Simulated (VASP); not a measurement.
# Li4Nb4O11 (a cell with a defect) in VASP: further runs

Li4Nb4O11 (a cell with a defect) is run at these levels: PBEsol; tasks: single point.

Program: VASP 6.6.1. These are calculated values, not measurements. Logs are shortened: lines on timing, memory, paths and dates and some standing lists are left out, and cuts for length are marked.

### Step 1. The cell of the first run

The cell holds a defect, 19 atoms: a = 5.183 Å, b = 5.445 Å, c = 7.517 Å, α = 93.91°, β = 90.00°, γ = 90.00°.

### Step 2. Single point, PBEsol

INCAR

```
PREC = Accurate
ENCUT = 520
EDIFF = 1E-6
ISMEAR = 0
SIGMA = 0.05
LREAL = Auto
LASPH = True
NELM = 60
ALGO = Normal
ISIF = 2
LWAVE = False
LCHARG = False
GGA = PS
NELECT = 128.0
NBANDS = 80
```

KPOINTS

```
Automatic mesh
0
Gamma
  4 4 4
```

POSCAR

```
Li4Nb4O11
1.0
    5.1825903872      0.0000000000      0.0000000000
    0.0000000000      2.9921699552     -4.5492247954
    0.0000000000      5.9843399104      4.5492247953
Li Nb O
4 4 11
Direct
    0.0000000000      0.5000000000      0.2500000000
    0.5000000000      0.0000000000      0.7500000000
    0.0000000000      0.5000000000      0.7500000000
    0.5000000000      0.0000000000      0.2500000000
    0.0000000000      0.0000000000      0.0000000000
    0.5000000000      0.5000000000      0.5000000000
    0.0000000000      0.0000000000      0.5000000000
    0.5000000000      0.5000000000      0.0000000000
    0.8795714442      0.0000000000      0.2500000000
    0.3795714442      0.5000000000      0.7500000000
    0.8102142779      0.6897857221      0.9397857221
    0.8102142779      0.3102142779      0.5602142779
    0.3102142779      0.8102142779      0.0602142779
    0.1204285558      0.0000000000      0.7500000000
    0.6204285558      0.5000000000      0.2500000000
    0.6897857221      0.8102142779      0.5602142779
    0.1897857221      0.3102142779      0.0602142779
    0.3979888311      0.2089379255      0.4397857221
    0.6897857221      0.1897857221      0.9397857221
```

Potentials or basis: VASP PAW PBE potentials, release 64 (Li_sv, Nb_sv, O).

The run is started by

```bash
$ cat potpaw_PBE.64/Li_sv/POTCAR potpaw_PBE.64/Nb_sv/POTCAR potpaw_PBE.64/O/POTCAR > POTCAR
$ mpirun -np 1 vasp_std > vasp.out
```

OUTCAR:

```text
PREC = Accurate
   ENCUT = 520
   EDIFF = 1E-6
   ISMEAR = 0
   LREAL = Auto
   LASPH = True
   NELM = 60
   ISIF = 2
   GGA = PS
   NELECT = 128.0

 ion  position               nearest neighbor table
   1  0.000  0.500  0.250-  15 1.97  17 1.97
   2  0.500  0.000  0.750-  14 1.97  16 1.97  19 1.97
   3  0.000  0.500  0.750-  10 1.97  11 1.97  12 1.97
   4  0.500  0.000  0.250-  18 1.84   9 1.97  13 1.97
   5  0.000  0.000  0.000-  13 1.98  19 1.98  14 1.98   9 1.98  17 1.98  11 1.98
   6  0.500  0.500  0.500-  18 1.70  12 1.98  15 1.98  10 1.98  16 1.98
   7  0.000  0.000  0.500-  16 1.98  14 1.98   9 1.98  12 1.98  18 2.41
   8  0.500  0.500  0.000-  11 1.98  17 1.98  15 1.98  10 1.98  13 1.98  19 1.98
   9  0.880  0.000  0.250-   4 1.97   5 1.98   7 1.98
  10  0.380  0.500  0.750-   3 1.97   6 1.98   8 1.98
  11  0.810  0.690  0.940-   3 1.97   8 1.98   5 1.98
  12  0.810  0.310  0.560-   3 1.97   6 1.98   7 1.98
  13  0.310  0.810  0.060-   4 1.97   5 1.98   8 1.98
  14  0.120  0.000  0.750-   2 1.97   5 1.98   7 1.98
  15  0.620  0.500  0.250-   1 1.97   6 1.98   8 1.98
  16  0.690  0.810  0.560-   2 1.97   7 1.98   6 1.98
  17  0.190  0.310  0.060-   1 1.97   8 1.98   5 1.98
  18  0.398  0.209  0.440-   6 1.70   4 1.84   7 2.41
  19  0.690  0.190  0.940-   2 1.97   5 1.98   8 1.98

  LATTYP: Found a simple monoclinic cell.
 ALAT       =     5.4450461228
 B/A-ratio  =     0.9517991713
 C/A-ratio  =     1.3805512169
 COS(beta)  =    -0.0681454888

  Lattice vectors:

 A1 = (   0.0000000000,   2.9921699552,  -4.5492247954)
 A2 = (  -5.1825903872,   0.0000000000,   0.0000000000)
 A3 = (   0.0000000000,   5.9843399104,   4.5492247953)

Analysis of symmetry for initial positions (statically):
=====================================================================
 Subroutine PRICEL returns:
 Original cell was already a primitive cell.

 Routine SETGRP: Setting up the symmetry group for a
 simple monoclinic supercell.

 Subroutine GETGRP returns: Found  1 space group operations
 (whereof  1 operations were pure point group operations)
 out of a pool of  4 trial point group operations.

The static configuration has the point symmetry C_1 .

Analysis of symmetry for dynamics (positions and initial velocities):
=====================================================================
 Subroutine PRICEL returns:
 Original cell was already a primitive cell.

 Routine SETGRP: Setting up the symmetry group for a
 simple monoclinic supercell.

[... 139 lines left out ...]
   LREAL  =      T    real-space projection
   EDIFFG = 0.1E-04   stopping-criterion for IOM
   NSW    =      0    number of steps for IOM
[... 5 lines left out ...]
   TEBEG  =    0.0;   TEEND  =   0.0 temperature during run
   PSTRESS=    0.0 pullay stress
   NELECT =     128.0000    total number of electrons
   NUPDOWN=      -1.0000    fix difference up-down
   EMIN   =  10.00;   EMAX   =-10.00  energy-range for DOS
   EFERMI =   0.00;   METHOD = LEGACY
   ISMEAR =     0;   SIGMA  =   0.05  broadening in eV -4-tet -1-fermi 0-gaus
   EFERMI_NEDOS =   21; number of points for ismear=-14 and -15
   IALGO  =     38    algorithm
   IMIX   =      4    mixing-type and parameters
     AMIX     =   0.40;   BMIX     =  1.00
     AMIX_MAG =   1.60;   BMIX_MAG =  1.00
  volume/ion in A,a.u.               =      11.14        75.17
  Fermi-wavevector in a.u.,A,eV,Ry     =   1.384462  2.616253 26.078745  1.916734
  Thomas-Fermi vector in A             =   2.508963
   LORBIT       =      0    0 simple, 1 ext, 2 COOP (PROOUT), +10 PAW based schemes
   GGA     = PS    functional components
   LHFCALC =     F    Hartree Fock is set to
   AEXX    =    0.0000 exact exchange contribution
   IVDW    =     0    specifies the selected vdW correction
   LEPSILON=     F    determine dielectric tensor
   LRPA    =     F    only Hartree local field effects (RPA)
 non-spin polarized calculation
 Gauss-broadening in eV      SIGMA  =   0.05
  energy-cutoff  :      520.00
  volume of cell :      211.64
 maximum number of plane-waves:      5740
 NGX is ok and might be reduce to    40
   NGX = 19   NGY = 21   NGZ = 27

 number of electron     127.9999971 magnetization

 Free energy of the ion-electron system (eV)
  ---------------------------------------------------
  ext. energy  EPLUGINS =         0.00000000
  ---------------------------------------------------
  free energy    TOTEN  =      -164.44001346 eV

  energy without entropy =     -164.44001346  energy(sigma->0) =     -164.44001346

 E-fermi :   4.3433     XC(G=0): -10.6777

 val. band max:        4.0470933411   @ k =   0.2500   0.0000   0.5000
 cond. band min:       4.6057073399   @ k =   0.0000   0.0000   0.5000
 fundamental gap:      0.5586139988
 Fermi energy:         4.3432779413

 k-point     1 :       0.0000    0.0000    0.0000
  band No.  band energies     occupation
      1     -51.9484      2.00000
      2     -51.0542      2.00000
      3     -50.2907      2.00000
      4     -50.1751      2.00000
      5     -39.2098      2.00000
      6     -38.1026      2.00000
[... 1885 lines left out ...]
     75       8.4840      0.00000
     76       8.6660      0.00000

 [... further k-points ...]

 [bands above 76 left out]

------------------------ aborting loop because EDIFF is reached ----------------------------------------

  FORCE on cell =-STRESS in cart. coord.  units (eV):
  Direction    XX          YY          ZZ          XY          YZ          ZX
  --------------------------------------------------------------------------------------
  -------------------------------------------------------------------------------------
  Total      -22.2145942    -16.9161339    -19.1838877      2.8325241     -5.0603408     -2.3460038
  in kB     -168.1733484   -128.0618884   -145.2296901     21.4433386    -38.3088007    -17.7601857
  external PRESSURE =    -147.1549756 kB  Pullay stress =       0.0000000 kB

 VOLUME and BASIS-vectors are now :
 -----------------------------------------------------------------------------
  energy-cutoff  :      520.00
  volume of cell :      211.64
      direct lattice vectors                 reciprocal lattice vectors
     5.182590387  0.000000000  0.000000000     0.192953702  0.000000000  0.000000000
     0.000000000  2.992169955 -4.549224795     0.000000000  0.111401872 -0.146545114
     0.000000000  5.984339910  4.549224795     0.000000000  0.111401872  0.073272557

 POSITION                                       TOTAL-FORCE (eV/Angst)
 -----------------------------------------------------------------------------------
      0.00000      2.99217     -1.13731        -0.582567     -1.227717     -0.401348
      2.59130      4.48825      3.41192         0.165866      0.512636      0.253710
      0.00000      5.98434      1.13731        -0.142173      0.636146      0.593785
      2.59130      1.49608      1.13731         0.470786     -0.842694     -0.578409
      0.00000      0.00000      0.00000        -0.271232     -0.236796     -0.180688
      2.59130      4.48825     -0.00000         3.416629      2.239154     -0.091725
[... 11 lines left out ...]
      2.06261      3.25701      1.05018        -5.084183     -4.022572      4.323325
      3.57488      6.19187      3.41192         0.266545      0.027811      0.032397
 -----------------------------------------------------------------------------------
    total drift:                                0.000867     -0.000401     -0.005841

  FREE ENERGIE OF THE ION-ELECTRON SYSTEM (eV)
  ---------------------------------------------------
  free  energy   TOTEN  =      -164.4400134634 eV

  energy  without entropy=     -164.4400134634  energy(sigma->0) =     -164.44001346
```

Wall time 10 min (1 thread of Intel Xeon 6975P-C (Granite Rapids), shared host); peak memory 0.52 GiB.

What came out:

* Free energy: -164.4400 eV
* Largest force: 7.792 eV/Å

Forces on the atoms (eV/Å):
```
Li  -0.583 -1.228 -0.401
Li   0.166  0.513  0.254
Li  -0.142  0.636  0.594
Li   0.471 -0.843 -0.578
Nb  -0.271 -0.237 -0.181
Nb   3.417  2.239 -0.092
Nb  -4.096  3.383 -1.926
Nb   0.282 -0.043  0.145
O    1.253  1.873  1.972
O   -0.359 -1.172 -1.454
O    0.117  0.222 -0.227
O    2.465 -0.755  0.690
O   -0.243  0.316  0.176
O    0.139 -2.641 -1.468
O   -0.330  1.308 -0.344
O    2.655  0.340 -1.740
O   -0.123  0.083  0.226
O   -5.084 -4.023  4.323
O    0.267  0.028  0.032
```

Levels at points of the mesh, in eV from the Fermi level:
```
           k point  band 62  band 63  band 64  band 65  band 66  band 67
(0.00, 0.00, 0.00)    -0.52    -0.47    -0.36     0.28     1.18     1.57
(0.50, 0.00, 0.00)    -0.63    -0.48    -0.38     0.84     1.43     1.69
(0.00, 0.50, 0.00)    -0.72    -0.50    -0.45     1.15     1.39     1.70
(0.50, 0.50, 0.00)    -0.93    -0.92    -0.82     0.56     1.15     1.53
(0.00, 0.00, 0.50)    -0.50    -0.42    -0.33     0.26     1.18     2.09
(0.50, 0.00, 0.50)    -0.66    -0.47    -0.38     0.76     1.52     1.99
(0.00, 0.50, 0.50)    -0.70    -0.49    -0.46     0.95     1.50     2.05
(0.50, 0.50, 0.50)    -0.98    -0.95    -0.88     0.54     1.17     2.13
```

Caveat: the cell carries a net charge on a neutralising background, which shifts energy and pressure; the cell differs from its parent crystal (atoms taken out, atom 18 moved 1.000 of the way to it and +0.467 Å across, host rigid); the cell is charged against a uniform background, so pressure and absolute levels hang on convention; the cutoff is under 1.25 times the usual one of these potentials, so pressure, stress and relaxed cells hold a basis-set (Pulay) error; the PAW data sets were made with another functional, which shifts forces and pressure a little.

### Step 3. Single point, PBEsol

INCAR

```
PREC = Accurate ; ENCUT = 520
EDIFF = 1E-7 ; ISMEAR = 0
SIGMA = 0.05 ; LREAL = Auto
LASPH = True ; NELM = 60
ALGO = Normal ; ISIF = 2
LWAVE = False ; LCHARG = False
GGA = PS ; NBANDS = 80
NELECT = 128.0
```

KPOINTS

```
regular mesh
0
Gamma
  4 4 4
```

Changes to POSCAR since step 2:

```diff
@@ -25,3 +25,3 @@
     0.1897857221      0.3102142779      0.0602142779
-    0.3979888311      0.2089379255      0.4397857221
+    0.2261975674      0.3468616723      0.4397857221
     0.6897857221      0.1897857221      0.9397857221
```

Potentials or basis: VASP PAW PBE potentials, release 64 (Li_sv, Nb_sv, O).

The run is started by

```bash
$ cat potpaw_PBE.64/Li_sv/POTCAR potpaw_PBE.64/Nb_sv/POTCAR potpaw_PBE.64/O/POTCAR > POTCAR
$ mpirun -np 1 vasp_std > vasp.out
```

Run time: 34 min. Hardware: 1 thread of Intel Xeon 8259CL, shared host; peak memory 0.53 GiB.

The run converged. Its results:

```yaml
Free_energy: -164.9216 eV
Largest_force: 7.325 eV/Å
```

Forces in eV/Å, atoms in the order of the input:
```
Li  -0.235 -0.963 -0.096
Li   0.286  0.694  0.480
Li  -0.003  0.465  0.516
Li   0.454 -0.768 -0.779
Nb  -0.385  0.000 -0.189
Nb   6.939  2.112  1.021
Nb  -4.860  3.347 -2.277
Nb   0.138 -0.507 -0.044
O    1.061  1.735  2.101
O    0.191 -0.460 -0.853
O    0.188  0.276 -0.316
O   -0.817 -1.194  1.403
O   -0.152  0.526  0.161
O    0.336 -2.951 -1.717
O   -0.175  1.185  0.564
O    1.427  0.602 -2.247
O   -0.081 -0.196  0.282
O   -4.617 -3.918  1.860
O    0.307  0.015  0.131
```

Levels at points of the mesh, in eV from the Fermi level:
```tsv
k point	band 62	band 63	band 64	band 65	band 66	band 67
(0.00, 0.00, 0.00)	-0.50	-0.46	-0.35	0.66	1.36	1.48
(0.50, 0.00, 0.00)	-0.82	-0.47	-0.36	0.27	1.48	1.80
(0.00, 0.50, 0.00)	-0.83	-0.49	-0.43	0.99	1.44	1.57
(0.50, 0.50, 0.00)	-0.98	-0.86	-0.84	0.78	1.17	1.46
(0.00, 0.00, 0.50)	-0.49	-0.41	-0.31	0.57	1.42	1.98
(0.50, 0.00, 0.50)	-0.62	-0.46	-0.36	0.21	1.75	1.94
(0.00, 0.50, 0.50)	-0.64	-0.48	-0.43	1.02	1.39	1.96
(0.50, 0.50, 0.50)	-0.99	-0.93	-0.81	0.71	1.21	2.02
```

Caveat: the cell carries a net charge on a neutralising background, which shifts energy and pressure; the cell differs from its parent crystal (atoms taken out, atom 18 moved 0.667 of the way to it and -0.233 Å across, host rigid); the cell is charged against a uniform background, so pressure and absolute levels hang on convention; the cutoff is under 1.25 times the usual one of these potentials, so pressure, stress and relaxed cells hold a basis-set (Pulay) error; the PAW data sets were made with another functional, which shifts forces and pressure a little.

### Step 4. Single point, PBEsol

INCAR

```
PREC = Accurate
ENCUT = 520
EDIFF = 1E-6
ISMEAR = 0
SIGMA = 0.05
LREAL = Auto
LASPH = T
NELM = 80
ALGO = Normal
ISIF = 2
LWAVE = F
LCHARG = T
GGA = PS
LELF = T
LVHAR = T
NBANDS = 80
NELECT = 128.0
```

KPOINTS

```
Automatic mesh
0
Gamma
  4 4 4
```

Changes to POSCAR since step 3:

```diff
@@ -25,3 +25,3 @@
     0.1897857221      0.3102142779      0.0602142779
-    0.2261975674      0.3468616723      0.4397857221
+    0.3214381482      0.7185119754      0.4397857221
     0.6897857221      0.1897857221      0.9397857221
```

The run is started by

```bash
$ cat potpaw_PBE.64/Li_sv/POTCAR potpaw_PBE.64/Nb_sv/POTCAR potpaw_PBE.64/O/POTCAR > POTCAR
$ mpirun -np 1 vasp_std > vasp.out
```

Run time: 6.1 min. Hardware: 1 thread of Intel Xeon 6975P-C (Granite Rapids), shared host; peak memory 0.51 GiB.

Results (log left out):

```yaml
Free_energy: -163.3961 eV
Largest_force: 15.358 eV/Å
```

Forces on the atoms (eV/Å):
```
Li   -0.341  -0.677  -0.580
Li    0.214   0.608   0.576
Li   -0.117   0.575   0.418
Li    0.419  -1.176  -0.210
Nb   -0.235  -0.491  -0.197
Nb    6.894  -0.456   6.906
Nb   -4.988   1.185   2.134
Nb    0.460   0.111   0.007
O     1.136   1.876   1.611
O    -0.286  -1.770  -0.529
O    -0.038   0.196  -0.168
O     3.055  -1.565   1.192
O    -0.161   0.212   0.038
O     0.247  -2.218  -1.748
O     0.302  -0.303   1.526
O     4.090   0.925  -1.037
O    -0.056   0.262   0.396
O   -10.875   2.726 -10.497
O     0.281  -0.021   0.160
```

Levels at points of the mesh, in eV from the Fermi level:
```tsv
k point	band 61	band 62	band 63	band 64	band 65	band 66	band 67	band 68
(0.00, 0.00, 0.00)	-0.99	-0.62	-0.58	-0.47	0.31	1.45	1.55	1.67
(0.50, 0.00, 0.00)	-1.17	-0.89	-0.58	-0.47	1.13	1.28	1.66	2.00
(0.00, 0.50, 0.00)	-1.20	-0.94	-0.59	-0.56	1.11	1.38	1.67	2.01
(0.50, 0.50, 0.00)	-1.16	-1.08	-0.99	-0.89	0.36	1.50	1.51	1.59
(0.00, 0.00, 0.50)	-1.06	-0.59	-0.53	-0.43	0.24	1.60	2.07	2.26
(0.50, 0.00, 0.50)	-0.93	-0.80	-0.58	-0.47	1.06	1.26	2.07	2.25
(0.00, 0.50, 0.50)	-0.96	-0.88	-0.59	-0.54	0.97	1.45	2.07	2.30
(0.50, 0.50, 0.50)	-1.14	-1.12	-1.03	-0.97	0.33	1.58	2.10	2.21
```

Caveat: the cell carries a net charge on a neutralising background, which shifts energy and pressure; the cell differs from its parent crystal (atoms taken out, atom 18 moved 0.000 of the way to it and +0.700 Å across, host rigid); the cell is charged against a uniform background, so pressure and absolute levels hang on convention; the cutoff is under 1.25 times the usual one of these potentials, so pressure, stress and relaxed cells hold a basis-set (Pulay) error; the PAW data sets were made with another functional, which shifts forces and pressure a little.

(Part 1 of 2 ends here.)
